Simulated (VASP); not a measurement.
A run of VASP 6.6.1 is set up as follows.

INCAR

```
PREC = Accurate
ENCUT = 520
EDIFF = 1E-6
ISMEAR = 0
SIGMA = 0.15
LREAL = F
LASPH = T
NELM = 100
ALGO = Normal
ISIF = 2
LWAVE = F
LCHARG = T
GGA = PS
LELF = T
LVHAR = T
NBANDS = 38
```

Contents of KPOINTS:

```
Automatic mesh
0
Gamma
  12 12 6
```

Contents of POSCAR:

```
TaSi2
1.0
    4.7608595319      0.0000000000      0.0000000000
   -2.3804297659      4.1230252985      0.0000000000
    0.0000000000      0.0000000000      6.5557841497
Ta Si
3 6
Direct
    0.4636189475     -0.0727621051      0.5000000000
    0.4636189475      0.5363810525      0.8333333333
    0.0727621051      0.5363810525      0.1666666667
    0.1317147842      0.2634295684      0.5000000000
    0.8131796982      0.1868203018      0.8333333333
    0.7365704316      0.8682852158      0.1666666667
    0.8131796982      0.6263593964      0.5000000000
    0.1317147842      0.8682852158      0.8333333333
    0.3736406036      0.1868203018      0.1666666667
```

Potentials or basis: VASP PAW PBE potentials, release 64 (Ta_pv, Si).

Run with:

```bash
$ cat potpaw_PBE.64/Ta_pv/POTCAR potpaw_PBE.64/Si/POTCAR > POTCAR
$ mpirun -np 1 vasp_std > vasp.out
```

(1) Estimate the pressure.

(2) Predict the largest force.

Results:

(1) 2.2 GPa.

(2) 2.589 eV/Å.

Caveat: the cell differs from its parent crystal (mode 4 (107.0 1/cm) frozen in, largest displacement -0.300 Å); the PAW data sets were made with another functional, which shifts forces and pressure a little.
